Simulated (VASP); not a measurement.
The system is SiC (Moissanite).

```
CELL_PARAMETERS angstrom
3.01321 0.00000 0.00000
-1.50660 2.60951 0.00000
0.00000 0.00000 4.94495
ATOMIC_POSITIONS crystal
Si 0.66667 0.33333 0.50000
Si 0.33333 0.66667 0.00000
C 0.66667 0.33333 0.88500
C 0.33333 0.66667 0.38500
```

Base run:

* Program: VASP 6.6.1
* Functional: BLYP
* Dispersion: D3(BJ)
* Potentials or basis: VASP PAW PBE potentials, release 64 (Si, C)
* Cutoff: 520 eV
* k mesh: 10 × 10 × 5
* Occupations: fermi-dirac, width 0.05 eV
* Spin: no spin polarisation

Its results: band gap on the k mesh 2.74 eV, indirect (least direct gap 4.48 eV); pressure 13.6 GPa; largest force 0.864 eV/Å.

**Question.** After a change of settings the same cell gave: band gap on the k mesh 2.40 eV, indirect (least direct gap 4.22 eV); pressure 11.1 GPa; largest force 0.862 eV/Å. Which change was it?
A. functional from BLYP to r2SCAN; further incar settings from ALGO = Normal; EDIFF = 1e-07; NBANDS = 16 to ALGO = Normal; EDIFF = 1e-06; NBANDS = 16
B. functional from BLYP to revPBE
C. dispersion from D3(BJ) to none
D. functional from BLYP to PBEsol; further incar settings from ALGO = Normal; EDIFF = 1e-07; NBANDS = 16 to ALGO = Normal; EDIFF = 1e-06; NBANDS = 16

**Answer.** B.

Caveats: the PAW data sets were made with another functional, which shifts forces and pressure a little.
